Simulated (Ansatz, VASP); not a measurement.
## Two plane-wave programs on Cs

```xyz
1
Lattice="5.0390 0.0000 0.0000 0.0000 5.0390 0.0000 0.0000 0.0000 5.0390" Properties=species:S:1:pos:R:3 pbc="T T T"
Cs    2.5195    2.5195    2.5195
```

Alike in both runs: functional PBE; k mesh 12 × 12 × 12; occupations gaussian, width 0.1 eV; no spin polarisation.

Ansatz relaxed the structure, and its values are those at the end. VASP's run is a single point on that final structure, the one shown.

|  | VASP | Ansatz |
| --- | --- | --- |
| version | VASP 6.6.1 | Ansatz 0.2.0 |
| potentials or method | VASP PAW PBE potentials, release 64 (Cs_sv), cutoff 520 eV | scalar-relativistic, plane waves, PAW |
| valence electrons in the cell | 9 | 9 |

|  | VASP | Ansatz | Ansatz less VASP |
| --- | --- | --- | --- |
| gap on the k mesh at the Fermi level (eV) | none | none | - |
| pressure (GPa) | 0.0 | 0.0 | +0.01 |

A gap of «none» marks a metal or a gap that the smearing closes. The functional is the same, so the differences come from potentials, cutoffs and numerics.

Neither program's run includes spin-orbit coupling.
